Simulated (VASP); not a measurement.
# C (P6_3/mmc) in VASP: G0W0 quasiparticle levels with PBE

Aim: the G0W0 quasiparticle levels of C with PBE.

All numbers are computed with VASP 6.6.1; they aren't measurements. Logs are shortened: lines on timing, memory, paths and dates and some standing lists are left out, and cuts for length are marked.

### 1 The cell of the first run

Symmetry: P6_3/mmc, No. 194, hexagonal system. Conventional cell: a = 2.503 Å, b = 2.503 Å, c = 4.169 Å, α = 90.00°, β = 90.00°, γ = 120.00°. C (site symmetry 3m) has 4 C at 1.54 to 1.56 Å within 2.0 Å.

### 2 G0W0 quasiparticle levels, PBE

POSCAR

```
C
1.0
    2.5031953710      0.0000000000      0.0000000000
   -1.2515976855      2.1678307819      0.0000000000
    0.0000000000      0.0000000000      4.1688692747
C
4
Direct
    0.3333333333      0.6666666667      0.0002313176
    0.6666666667      0.3333333333      0.5002313176
    0.3333333333      0.6666666667      0.3747686824
    0.6666666667      0.3333333333      0.8747686824
```

INCAR.step1

```
SYSTEM = C
ALGO = Normal ; EDIFF = 1E-8
ENCUT = 500 ; GGA = PE
ISMEAR = 0 ; LASPH = .True.
LCHARG = .False. ; LREAL = .False.
LWAVE = .True. ; NELM = 100
PREC = Accurate ; SIGMA = 0.01
```

INCAR.step2

```
SYSTEM = C
ALGO = Exact ; EDIFF = 1E-8
ENCUT = 500 ; GGA = PE
ISMEAR = 0 ; ISTART = 1
LASPH = .True. ; LCHARG = .False.
LOPTICS = .True. ; LREAL = .False.
LWAVE = .True. ; NBANDS = 75
NELM = 1 ; PREC = Accurate
SIGMA = 0.01
```

INCAR.step3

```
SYSTEM = C
ALGO = EVGW0 ; EDIFF = 1E-8
ENCUT = 500 ; ENCUTGW = 120.0
GGA = PE ; ISMEAR = 0
ISTART = 1 ; LASPH = .True.
LCHARG = .False. ; LREAL = .False.
LWAVE = .False. ; NBANDS = 75
NBANDSGW = 16 ; NELMGW = 1
NOMEGA = 48 ; PREC = Accurate
PRECFOCK = Fast ; SIGMA = 0.01
```

KPOINTS

```
k-points
0
Gamma
  6 6 4
  0 0 0
```

Potentials or basis: VASP PAW PBE potentials, release 64 (C_GW).

The run is started by

```sh
> cat potpaw_PBE.64/C_GW/POTCAR > POTCAR
> cp INCAR.step1 INCAR
> mpirun -np 1 vasp_std > vasp.out
> cp INCAR.step2 INCAR
> mpirun -np 1 vasp_std > vasp.out
> cp INCAR.step3 INCAR
> mpirun -np 1 vasp_std > vasp.out
```

OUTCAR:

```text
SYSTEM = C
   EDIFF = 1E-8
   ENCUT = 500
   ENCUTGW = 120.0
   GGA = PE
   ISMEAR = 0
   ISTART = 1
   LASPH = .True.
   LREAL = .False.
   NELMGW = 1
   PREC = Accurate
   PRECFOCK = Fast

 ion  position               nearest neighbor table
   1  0.333  0.667  0.000-   4 1.54   4 1.54   4 1.54   3 1.56
   2  0.667  0.333  0.500-   3 1.54   3 1.54   3 1.54   4 1.56
   3  0.333  0.667  0.375-   2 1.54   2 1.54   2 1.54   1 1.56
   4  0.667  0.333  0.875-   1 1.54   1 1.54   1 1.54   2 1.56

  LATTYP: Found a hexagonal cell.
 ALAT       =     2.5031953710
 C/A-ratio  =     1.6654190572

  Lattice vectors:

 A1 = (   2.5031953710,   0.0000000000,   0.0000000000)
 A2 = (  -1.2515976855,   2.1678307819,   0.0000000000)
 A3 = (   0.0000000000,   0.0000000000,   4.1688692747)

Analysis of symmetry for initial positions (statically):
=====================================================================
 Subroutine PRICEL returns:
 Original cell was already a primitive cell.

 Routine SETGRP: Setting up the symmetry group for a
 hexagonal supercell.

 Subroutine GETGRP returns: Found 24 space group operations
 (whereof  6 operations were pure point group operations)
 out of a pool of 24 trial point group operations.

The static configuration has the point symmetry C_3v.
 The point group associated with its full space group is D_6h.

Analysis of symmetry for dynamics (positions and initial velocities):
=====================================================================
 Subroutine PRICEL returns:
 Original cell was already a primitive cell.

 Routine SETGRP: Setting up the symmetry group for a
 hexagonal supercell.

 Subroutine GETGRP returns: Found 24 space group operations
 (whereof  6 operations were pure point group operations)
 out of a pool of 24 trial point group operations.

The dynamic configuration has the point symmetry C_3v.
 The point group associated with its full space group is D_6h.

 Subroutine INISYM returns: Found 24 space group operations
 (whereof  6 operations are pure point group operations),
 and found     1 'primitive' translations

----------------------------------------------------------------------------------------

[... 57 lines left out ...]
  0.166667  0.166667  0.000000      6.000000
  0.333333  0.166667  0.000000     12.000000
[... 13 lines left out ...]
  0.333333  0.166667  0.500000     12.000000
  0.333333  0.333333  0.500000      2.000000
   k-points           NKPTS =     21   k-points in BZ     NKDIM =    144   number of bands    NBANDS=     75
   number of dos      NEDOS =    301   number of ions     NIONS =      4
   total plane-waves  NPLWV =   9720
   dimension x,y,z NGX =    18 NGY =   18 NGZ =   30
   dimension x,y,z NGXF=    36 NGYF=   36 NGZF=   60
   ions per type =               4
   NGX,Y,Z   is equivalent  to a cutoff of  11.95, 11.95, 11.96 a.u.
   NGXF,Y,Z  is equivalent  to a cutoff of  23.91, 23.91, 23.93 a.u.
 SYSTEM =  C
   PREC   = accura    normal or accurate (medium, high low for compatibility)
   ISTART =      1    job   : 0-new  1-cont  2-samecut
   ICHARG =      0    charge: 1-file 2-atom 10-const
   ISPIN  =      1    spin polarized calculation?
   LNONCOLLINEAR =      F non collinear calculations
   LSORBIT =      F    spin-orbit coupling
   LASPH  =      T    aspherical Exc in radial PAW
   ENCUT  =  500.0 eV  36.75 Ry    6.06 a.u.   4.56  4.56  7.60*2*pi/ulx,y,z
   NELM   =     60;   NELMIN=  2; NELMDL=  0     # of ELM steps
   EDIFF  = 0.1E-07   stopping-criterion for ELM
   LREAL  =      F    real-space projection
   EDIFFG = 0.1E-06   stopping-criterion for IOM
   NSW    =      0    number of steps for IOM
   IBRION =     -1    ionic relax: 0-MD 1-quasi-New 2-CG
   NFREE  =      0    steps in history (QN), initial steepest desc. (CG)
   ISIF   =      0    stress and relaxation
   ISYM   =      3    0-nonsym 1-usesym 2-fastsym
   POTIM  = 0.5000    time-step for ionic-motion
   TEBEG  =    0.0;   TEEND  =   0.0 temperature during run
   PSTRESS=    0.0 pullay stress
   NELECT =      16.0000    total number of electrons
   NUPDOWN=      -1.0000    fix difference up-down
   EMIN   =  10.00;   EMAX   =-10.00  energy-range for DOS
   EFERMI =   0.00;   METHOD = LEGACY
   ISMEAR =     0;   SIGMA  =   0.01  broadening in eV -4-tet -1-fermi 0-gaus
   EFERMI_NEDOS =   21; number of points for ismear=-14 and -15
   IALGO  =     38    algorithm
   IMIX   =      4    mixing-type and parameters
     AMIX     =   0.40;   BMIX     =  1.00
     AMIX_MAG =   1.60;   BMIX_MAG =  1.00
  volume/ion in A,a.u.               =       5.66        38.17
  Fermi-wavevector in a.u.,A,eV,Ry     =   1.458597  2.756349 28.946471  2.127506
  Thomas-Fermi vector in A             =   2.575263
   LORBIT       =      0    0 simple, 1 ext, 2 COOP (PROOUT), +10 PAW based schemes
   GGA     = PE    functional components
   LHFCALC =     T    Hartree Fock is set to
   PRECFOCK=fast      Normal, Fast or Accurate (Low or Medium for compatibility)
   ENCUT4O =  -1.0   cutoff for four orbital integrals eV
   NKREDX  =     1    reduce k-point grid by
   NKREDY  =     1    reduce k-point grid by
   NKREDZ  =     1    reduce k-point grid by
   AEXX    =    1.0000 exact exchange contribution
   HFSCREEN=    0.0000 screening length (either q_TF or 0.3 A-1)
   HFSCREENC=   0.0000 screening length for correlation (either q_TF or 0.3 A-1)
   ENCUTFOCK=  -1.0 apply spherical cutoff to Coloumb kernel
   IVDW    =     0    specifies the selected vdW correction
   LEPSILON=     F    determine dielectric tensor
   LRPA    =     F    only Hartree local field effects (RPA)
   LRPAFORCE           =     F    calculate RPA forces
   ENCUTGW             = 120.0    cutoff for response function in eV
   ENCUTGWSOFT         =  96.0    soft cutoff for Coulomb kernel in GW response function in eV
   ENCUTLF             =  -1.0    cutoff for local field effects
   NELMGW              =     1    number of iterations in solving QP/BSE equation
   NELMHF              =     1    number of iterations in the inner HF iteration
   NKREDLFX            =     1    NKREDLFY  =   1   NKREDLFZ  =   1
 non-spin polarized calculation
 Gauss-broadening in eV      SIGMA  =   0.01
  energy-cutoff  :      500.00
  volume of cell :       22.62
 maximum number of plane-waves:       592
  NGX = 12; NGY = 12; NGZ = 20
   NGX =  9   NGY =  9   NGZ = 15
 maximum number of plane-waves:        70
 NGX is ok and might be reduce to    10

 QP shifts <psi_nk| G(iteration)W_0 |psi_nk>: iteration 1
 for sc-GW calculations column KS-energies equals QP-energies in previous step
 and V_xc(KS)=  KS-energies - (<T + V_ion + V_H > + <T+V_H+V_ion>^1  + <V_x>^1)

 k-point   1 :       0.0000    0.0000    0.0000
  band No.  KS-energies  QP-energies   sigma(KS)   V_xc(KS)     V^pw_x(r,r')   Z            occupation Imag(sigma)

      1     -11.7312     -13.2260     -16.7664     -14.7967     -25.4599       0.7589       2.0000       1.4996
      2      -6.1525      -7.4346     -17.3533     -15.6621     -24.7082       0.7581       2.0000       0.8023
      3      -3.6249      -4.7379     -15.9734     -14.5059     -21.9003       0.7584       2.0000       0.4915
      4       7.0073       6.4474     -17.1102     -16.4250     -19.8978       0.8171       2.0000       0.1013
      5       7.0073       6.4474     -17.1102     -16.4250     -19.8978       0.8171       2.0000       0.1013
      6       9.6140       9.2995     -17.0558     -16.6758     -18.9387       0.8276       2.0000       0.0720
[... 395 lines left out ...]
      2      -3.5181      -4.7089     -17.4903     -15.9171     -24.0459       0.7569       2.0000       0.5368
      3      -2.4276      -3.5522     -16.9216     -15.4433     -22.7864       0.7607       2.0000       0.4064
      4      -2.4276      -3.5522     -16.9216     -15.4433     -22.7864       0.7607       2.0000       0.4064
      5       0.5422      -0.4551     -15.8858     -14.6159     -20.2070       0.7853       2.0000       0.2211
      6       0.5422      -0.4551     -15.8858     -14.6159     -20.2070       0.7853       2.0000       0.2211
[... 8 lines left out ...]
     15      25.4932      27.1949     -14.5336     -16.7478      -7.0374       0.7686       0.0000      -0.3553
     16      25.4932      27.1949     -14.5336     -16.7478      -7.0374       0.7686       0.0000      -0.3553
```

OUTCAR.step2:

```text
SYSTEM = C
   EDIFF = 1E-8
   ENCUT = 500
   GGA = PE
   ISMEAR = 0
[... 1043 lines left out ...]
  --------------------------------------------------------------------------------------------------------------
     0.00000     6.00029     6.00029     6.09171    -0.00000    -0.00000     0.00000
     1.53216     6.10275     6.10275     6.20951    -0.00000    -0.00000     0.00000
     3.06432     6.45082     6.45082     6.62528    -0.00000    -0.00000     0.00000
     4.59648     7.24283     7.24283     7.79329    -0.00000    -0.00000     0.00000
     6.12864     8.45458     8.45458     7.53281    -0.00000    -0.00000     0.00000
     7.66080    11.43702    11.43702     8.23947    -0.00000     0.00000     0.00000
[... 92 lines left out ...]
   150.15164     0.95557     0.95557     0.95601     0.00000     0.00000    -0.00000
   151.68380     0.95652     0.95652     0.95695     0.00000     0.00000    -0.00000
```

Wall time 3.7 min (1 thread of Intel Xeon Platinum 8259CL at 2.50GHz (Skylake/Cascade Lake), shared host); peak memory 0.31 GiB.

Results:

* Quasiparticle gap: 4.28 eV
* Least direct quasiparticle gap: 6.54 eV
* Band gap of the starting levels on the mesh: 3.31 eV
* Least direct gap of the starting levels on the mesh: 4.99 eV

Caveat: the k points lie up to 0.48 Å⁻¹ apart; bands, screening cutoff and mesh are small and nothing is extrapolated, so the quasiparticle values aren't converged.
